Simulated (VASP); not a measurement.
Input of a VASP 6.6.1 run:

INCAR

```
SYSTEM = Ge
ALGO = Normal
EDIFF = 1E-6
ENCUT = 500
GGA = CA
GGA_COMPAT = .FALSE.
ISIF = 2
ISMEAR = 1
LASPH = .TRUE.
LCHARG = .FALSE.
LREAL = .FALSE.
LWAVE = .FALSE.
NBANDS = 21
NELM = 120
PREC = Accurate
SIGMA = 0.1
```

The input KPOINTS:

```
k-points
0
G
  12 12 7
  0 0 0
```

Contents of POSCAR:

```
Ge
1.0
    1.4670458531     -2.6317176656      0.0000000000
    1.4670458531      2.6317176656      0.0000000000
    0.0000000000      0.0000000000      4.6359942532
Ge
2
Direct
    0.6498853739      0.3501146261      0.7500000000
    0.3501146261      0.6498853739      0.2500000000
```

Potentials or basis: VASP PAW LDA potentials, release 64 (Ge_d).

The run is started by

```console
$ cat potpaw_LDA.64/Ge_d/POTCAR > POTCAR
$ mpirun -np 1 vasp_std > vasp.out
```

What does it give for the pressure?

-0.1 GPa.

Estimate the largest force.

0.004 eV/Å.

Stress tensor (GPa, compression positive):
```
-0.21  0.00  0.00
 0.00 -0.14  0.00
 0.00  0.00  0.00
```
